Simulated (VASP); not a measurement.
GaN, 4 atoms in the cell. Symmetry: P6_3mc, No. 186, hexagonal system. Conventional cell: a = 3.172 Å, b = 3.172 Å, c = 5.168 Å, α = 90.00°, β = 90.00°, γ = 120.00°. Within 2.6 Å of Ga (site symmetry 3m) lie 4 N at 1.94 to 1.95 Å. N (site symmetry 3m) has 4 Ga at 1.94 to 1.95 Å within 2.6 Å. 

```yaml
Program: VASP 6.6.1
Task: vibrations by perturbation theory
Functional: PBEsol
Potentials_or_basis: VASP PAW PBE potentials, release 64 (Ga_d, N)
Cutoff: 520 eV
k_mesh: 8 × 8 × 4
Occupations: gaussian, width 0.01 eV
Spin: no spin polarisation
Dipole_correction: no
Further_INCAR_settings: ALGO = Normal; EDIFF = 1e-08; NBANDS = 26; IBRION = 8; NSW = 1
```

Potentials or basis: VASP PAW PBE potentials, release 64 (Ga_d, N).

Launch:

```sh
$ cat potpaw_PBE.64/Ga_d/POTCAR potpaw_PBE.64/N/POTCAR > POTCAR
$ mpirun -np 1 vasp_std > vasp.out
```

Hardware: 1 thread of Intel Xeon 8259CL, with other jobs on the host.

Q: Estimate the wall time of this run.

A: It took 13 min on 1 thread of Intel Xeon 8259CL, with other jobs on the host, peak memory 0.41 GiB. Counts: scf iterations 79, k points 30.
